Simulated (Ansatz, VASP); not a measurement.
One calculation of Al6TeP2, two programs

```
Al Te P
1.0
     4.48054    0.00000    0.00000
    -2.24027    3.88026    0.00000
     0.00000    0.00000    7.19918
Al Te P
6 1 2
Direct
  0.77631 0.00000 0.50000
  0.00000 0.77631 0.50000
  0.22369 0.22369 0.50000
  0.22369 0.00000 0.50000
  0.00000 0.22369 0.50000
  0.77631 0.77631 0.50000
  0.00000 0.00000 0.00000
  0.00000 0.00000 0.32848
  0.00000 0.00000 0.67152
```

Alike in both runs: task single point; functional PBE; k mesh 6 × 6 × 4; occupations gaussian, width 0.1 eV; no spin polarisation.

```csv
,VASP,Ansatz
version,VASP 6.6.1,Ansatz 0.2.0
potentials or method,"VASP PAW PBE potentials, release 64 (Al, Te, P), cutoff 520 eV","scalar-relativistic, plane waves, PAW"
valence electrons in the cell,34,44
```

```tsv
	VASP	Ansatz	Ansatz less VASP
gap on the k mesh at the Fermi level (eV)	none	none	-
rms of the force components (eV/Å)	62.802	74.154	+11.3519
```

Atom by atom the forces differ by 11.934 eV/Å (rms over components). A gap of «none» marks a metal or a gap that the smearing closes. With one functional, cell and mesh, what is left measures potentials, basis and numerics. VASP's potentials hold 34 valence electrons a cell and Ansatz's 44, so a difference there can come from the potentials and not from the codes.

Neither program's run includes spin-orbit coupling.
